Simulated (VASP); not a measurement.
Crystal: GaN.

```
Ga N
1.0
     3.18900    0.00000    0.00000
    -1.59450    2.76176    0.00000
     0.00000    0.00000    5.18500
Ga N
2 2
Direct
  0.33333 0.66667 0.00000
  0.66667 0.33333 0.50000
  0.33333 0.66667 0.37700
  0.66667 0.33333 0.87700
```

- Program: VASP 6.6.1
- Task: relaxation of cell and atoms
- Functional: LDA
- Potentials or basis: VASP PAW LDA potentials, release 64 (Ga_d, N)
- Cutoff: 600 eV
- k mesh: 8 × 8 × 5
- Occupations: gaussian, width 0.01 eV
- Spin: no spin polarisation

At the start: pressure -5.2 GPa; volume 11.42 Å³/atom.

Question: Where does the relaxation end?

Answer: Over 24 steps the energy falls by 5.3 meV/atom and the volume is 11.10 Å³/atom (-2.7 %); space group P6_3mc (No. 186, to 0.1 Å) before and after.

The path:
| step | energy change (eV) | largest force (eV/Å) | pressure (GPa) | volume (Å³) |
| --- | --- | --- | --- | --- |
| 1 | 0.0000 | 0.0048 | -5.25 | 45.67 |
| 2 | -0.0002 | 0.0388 | 5.75 | 43.24 |
| 3 | -0.0210 | 0.0196 | 0.11 | 44.43 |
| 4 | -0.0210 | 0.0193 | -0.49 | 44.45 |
| 5 | -0.0211 | 0.0052 | -0.07 | 44.43 |
| 6 | -0.0211 | 0.0019 | 0.02 | 44.42 |
| 7 | -0.0211 | 0.0059 | 0.07 | 44.42 |
| 8 | -0.0211 | 0.0096 | -0.13 | 44.45 |
| 9 | -0.0211 | 0.0002 | -0.06 | 44.43 |
| 10 | -0.0211 | 0.0055 | 0.10 | 44.41 |
| 11 | -0.0211 | 0.0019 | -0.06 | 44.42 |
| 12 | -0.0211 | 0.0026 | 0.04 | 44.42 |
| 13 | -0.0211 | 0.0027 | -0.01 | 44.42 |
| 14 | -0.0211 | 0.0023 | -0.04 | 44.42 |
| 15 | -0.0211 | 0.0025 | -0.01 | 44.42 |
| 16 | -0.0211 | 0.0011 | 0.11 | 44.42 |
| 17 | -0.0211 | 0.0021 | -0.08 | 44.42 |
| 18 | -0.0211 | 0.0002 | -0.01 | 44.42 |
| 19 | -0.0211 | 0.0002 | 0.02 | 44.42 |
| 20 | -0.0211 | 0.0009 | -0.01 | 44.42 |
| 21 | -0.0211 | 0.0009 | 0.01 | 44.42 |
| 22 | -0.0211 | 0.0000 | 0.01 | 44.42 |
| 23 | -0.0211 | 0.0005 | 0.00 | 44.42 |
| 24 | -0.0211 | 0.0005 | 0.00 | 44.42 |

Final structure:
```xyz
4
Lattice="3.1569 0.0000 0.0000 -1.5785 2.7340 0.0000 0.0000 0.0000 5.1464" Properties=species:S:1:pos:R:3 pbc="T T T"
Ga    0.0000    1.8227    0.0015
Ga    1.5785    0.9113    2.5747
N     0.0000    1.8227    1.9387
N     1.5785    0.9113    4.5119
```
